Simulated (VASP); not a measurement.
C:

```
C
1.0
     1.26001   -2.91127    0.00000
     1.26001    2.91127    0.00000
     0.00000    0.00000    2.23254
C
3
Direct
  0.67805 0.32195 0.50000
  0.32195 0.67805 0.50000
  0.50000 0.50000 0.00000
```

- Program: VASP 6.6.1
- Task: relaxation of cell and atoms
- Functional: PBE
- Potentials or basis: VASP PAW PBE potentials, release 64 (C)
- Cutoff: 600 eV
- k mesh: 8 × 8 × 8
- Occupations: gaussian, width 0.1 eV
- Spin: no spin polarisation

At the start: pressure 60.0 GPa; volume 5.46 Å³/atom.

Question: How do energy, volume and symmetry change on relaxing?

Answer: Over 7 steps the energy falls by 232.2 meV/atom and the volume is 6.16 Å³/atom (+12.9 %); space group Cmmm (No. 65, to 0.05 Å).

Step by step:
| step | energy change (eV) | largest force (eV/Å) | pressure (GPa) | volume (Å³) |
| --- | --- | --- | --- | --- |
| 1 | 0.0000 | 0.7696 | 60.02 | 16.38 |
| 2 | -0.2367 | 0.3159 | -36.46 | 21.55 |
| 3 | -0.6751 | 0.0502 | -6.93 | 18.92 |
| 4 | -0.6751 | 0.0399 | -6.00 | 18.87 |
| 5 | -0.6885 | 0.0288 | 3.10 | 18.35 |
| 6 | -0.6963 | 0.0150 | -0.53 | 18.54 |
| 7 | -0.6967 | 0.0075 | 0.28 | 18.49 |

Final structure:
```yaml
crystal:
  lattice:
    - [1.23686, -3.03614, 0.00000]
    - [1.23686, 3.03614, 0.00000]
    - [0.00000, 0.00000, 2.46227]
  atoms:
    - { symbol: C, position: [0.68126, 0.31874, 0.50000] }
    - { symbol: C, position: [0.31874, 0.68126, 0.50000] }
    - { symbol: C, position: [0.50000, 0.50000, 0.00000] }
```
